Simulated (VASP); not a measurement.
Input of a VASP 6.6.1 run:

The input INCAR:

```
PREC     = Accurate       # precision mode
ENCUT    = 520            # plane-wave cutoff, eV
EDIFF    = 1E-6           # SCF threshold, eV
ISMEAR   = 0              # smearing method
SIGMA    = 0.1            # smearing width, eV
LREAL    = False          # projectors in reciprocal space
LASPH    = True           # aspherical terms in the spheres
NELM     = 60             # most SCF steps
ALGO     = Fast           # electronic algorithm
ISIF     = 2              # what is computed and relaxed
LWAVE    = False          # write WAVECAR
LCHARG   = True           # write CHGCAR
GGA      = PE             # functional
IVDW     = 12             # dispersion correction
LELF     = True           # ELF
LVHAR    = True         
NBANDS   = 25             # bands
```

The input KPOINTS:

```
regular mesh
0
Gamma
  9 9 14
```

File POSCAR:

```
Hg
1.0
    5.4306027017      0.0000000000      0.0000000000
   -2.7153013508      4.7030398976      0.0000000000
    0.0000000000      0.0000000000      3.2004685297
Hg
3
Direct
    0.3333333333      0.6666666667      0.5000000000
    0.0000000000      0.0000000000      0.0000000000
    0.6666666667      0.3333333333      0.5000000000
```

Potentials or basis: VASP PAW PBE potentials, release 64 (Hg).

Command:

```console
$ cat potpaw_PBE.64/Hg/POTCAR > POTCAR
$ mpirun -np 1 vasp_std > vasp.out
```

**Question.** Predict the pressure.

**Answer.** -1.0 GPa.

**Question.** What does it give for the band gap on the k mesh?

**Answer.** Zero (bands 18 and 19 overlap by 2.98 eV).

**Question.** Predict the dispersion energy per atom.

**Answer.** -0.385 eV.

Stress tensor (GPa, compression positive):
```
-1.01  0.00  0.00
 0.00 -1.01  0.00
 0.00  0.00 -0.91
```

Caveat: spin-orbit coupling is left out, which moves the levels of the heavy elements.
